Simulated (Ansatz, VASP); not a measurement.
**Sn5GeSe6 in VASP and in Ansatz**

```xyz
12
Lattice="4.2366 0.0000 0.0000 -2.1183 3.6690 0.0000 0.0000 0.0000 20.8054" Properties=species:S:1:pos:R:3 pbc="T T T"
Sn    0.0000    2.4460   17.2595
Sn    2.1183    1.2230   13.7107
Sn    0.0000    2.4460    7.0948
Sn    2.1183    1.2230    3.5459
Sn    0.0000    0.0000    0.0000
Ge    0.0000    0.0000   10.4027
Se    0.0000    0.0000   15.4899
Se    0.0000    2.4460   11.9464
Se    2.1183    1.2230    8.8591
Se    0.0000    0.0000    5.3155
Se    0.0000    2.4460    1.7717
Se    2.1183    1.2230   19.0337
```

Alike in both runs: functional PBE; k mesh 12 × 12 × 2; occupations gaussian, width 0.02 eV; no spin polarisation.

Ansatz relaxed the structure, and its values are those at the end. VASP's run is a single point on that final structure, the one shown.

|  | VASP | Ansatz |
| --- | --- | --- |
| version | VASP 6.6.1 | Ansatz 0.2.0 |
| potentials or method | VASP PAW PBE potentials, release 64 (Sn_d, Ge_d, Se), cutoff 500 eV | scalar-relativistic, plane waves, PAW |
| valence electrons in the cell | 120 | 180 |

VASP gave:

```
gap on the k mesh at the Fermi level (eV) : 0.37
least direct gap on the mesh (eV)         : 0.42
pressure (GPa)                            : 0.0
```

Task: Which values does Ansatz return?

Result: gap on the k mesh at the Fermi level (eV): 0.37; least direct gap on the mesh (eV): 0.43; pressure (GPa): 0.0.

The functional is the same, so the differences come from potentials, cutoffs and numerics. VASP's potentials hold 120 valence electrons a cell and Ansatz's 180, so a difference there can come from the potentials and not from the codes.
